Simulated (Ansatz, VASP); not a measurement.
## BaTe in VASP and in Ansatz

```
Ba Te
1.0
     0.00000    3.91416    3.91416
     3.91416    0.00000    3.91416
     3.91416    3.91416    0.00000
Ba Te
1 1
Direct
  0.00000 0.00000 0.00000
  0.25000 0.25000 0.25000
```

Alike in both runs: task single point; functional r2SCAN; k mesh 4 × 4 × 4; occupations gaussian, width 0.5 eV; no spin polarisation.

|  | VASP | Ansatz |
| --- | --- | --- |
| version | VASP 6.6.1 | Ansatz 0.2.0 |
| potentials or method | VASP PAW PBE potentials, release 64 (Ba_sv, Te) | plane waves |
| plane-wave cutoff (eV) | 550 | 500 |
| valence electrons in the cell | 16 | 26 |

|  | VASP | Ansatz | Ansatz less VASP |
| --- | --- | --- | --- |
| pressure (GPa) | 0.2 | 0.0 | -0.20 |

VASP's potentials were made for PBE, not for r2SCAN. With one functional, cell and mesh, what is left measures potentials, basis and numerics. VASP's potentials hold 16 valence electrons a cell and Ansatz's 26, so a difference there can come from the potentials and not from the codes.

Neither program's run includes spin-orbit coupling.
